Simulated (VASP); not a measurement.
Here is a VASP 6.6.1 calculation.

The input INCAR:

```
PREC = Accurate
ENCUT = 500
EDIFF = 1E-6
ISMEAR = 0
SIGMA = 0.1
LREAL = False
LASPH = True
NELM = 200
ALGO = Normal
ISIF = 2
LWAVE = False
LCHARG = False
GGA = PE
NBANDS = 33
GGA_COMPAT = False
LMAXMIX = 6
```

File KPOINTS:

```
regular mesh
0
Gamma
  12 12 4
```

POSCAR

```
Nd3Si2I
1.0
    4.1424072054      0.0000000000      0.0000000000
   -2.0712036027      3.5874298727      0.0000000000
    0.0000000000      0.0000000000     10.7107446701
Nd Si I
3 2 1
Direct
    0.3333333333      0.6666666667      0.1990027604
    0.0000000000      0.0000000000      0.5000000000
    0.6666666667      0.3333333333      0.8009972396
    0.3333333333      0.6666666667      0.6582117820
    0.6666666667      0.3333333333      0.3417882180
    0.0000000000      0.0000000000      0.0000000000
```

Potentials or basis: VASP PAW PBE potentials, release 64 (Nd_3, Si, I), 4f in core.

Run with:

```bash
$ cat potpaw_PBE.64/Nd_3/POTCAR potpaw_PBE.64/Si/POTCAR potpaw_PBE.64/I/POTCAR > POTCAR
$ mpirun -np 1 vasp_std > vasp.out
```

What does it give for the pressure?

7.6 GPa.

What does it give for the band gap on the k mesh?

Zero (bands 24 and 25 overlap by 0.40 eV).

What does it give for the largest force?

0.014 eV/Å.

Forces on the atoms (eV/Å):
```
Nd   0.000  0.000 -0.005
Nd   0.000  0.000  0.000
Nd   0.000  0.000  0.005
Si   0.000  0.000  0.014
Si   0.000  0.000 -0.014
I    0.000  0.000  0.000
```

Caveat: the cell stands under pressure; spin-orbit coupling is left out, which moves the levels of the heavy elements; the 4f electrons are frozen in the core, so they carry no moment and show no levels; the run has no spin polarisation, though such a crystal can be magnetic. Spin polarisation is off, so any magnetic state and its effect on volume and gap are missing.
